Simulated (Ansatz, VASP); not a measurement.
## Two plane-wave programs on Cu5H2O6

```xyz
13
Lattice="2.9196 0.0000 0.0000 -1.4598 2.5284 0.0000 0.0000 0.0000 14.4053" Properties=species:S:1:pos:R:3 pbc="T T T"
Cu    1.4599    0.8427    2.4014
Cu   -0.0001    1.6857   12.0039
Cu    0.0000    0.0000    0.0000
Cu   -0.0001    1.6857    4.7998
Cu    1.4599    0.8427    9.6054
O     1.4599    0.8427   13.2053
O    -0.0001    1.6857    1.2000
O     1.4599    0.8427    5.8630
O    -0.0001    1.6857    8.5423
O     0.0000    0.0000   10.8068
O     0.0000    0.0000    3.5984
H     1.4599    0.8427    6.8166
H    -0.0001    1.6857    7.5887
```

Alike in both runs: task single point; functional PBE; k mesh 7 × 7 × 2; collinear spin; Hubbard terms Cu d U = 6.03 eV, O p U = 4.27 eV.

|  | VASP | Ansatz |
| --- | --- | --- |
| version | VASP 6.6.1 | Ansatz 0.2.0 |
| potentials or method | VASP PAW PBE potentials, release 64 (Cu, O, H), cutoff 600 eV | PAW plane waves |
| occupations | fermi-dirac, width 0.1 eV | fermi-dirac |
| valence electrons in the cell | 93 | 133 |

|  | VASP | Ansatz | Ansatz less VASP |
| --- | --- | --- | --- |
| pressure (GPa) | 12.7 | 19.8 | +7.15 |
| rms of the force components (eV/Å) | 0.201 | 0.627 | +0.4262 |
| net moment per atom (μB) | 0.38 | 0.38 | 0.000 |
| size of the moment on the site where the two differ most (μB) | 0.46 | 0.23 | -0.238 |

Site moments also hang on the region over which each program counts them. The programs project onto different local orbitals, so the same U acts differently, and such runs can settle in different states. VASP's potentials hold 93 valence electrons a cell and Ansatz's 133, so a difference there can come from the potentials and not from the codes. Ansatz's warnings: stability check not made.
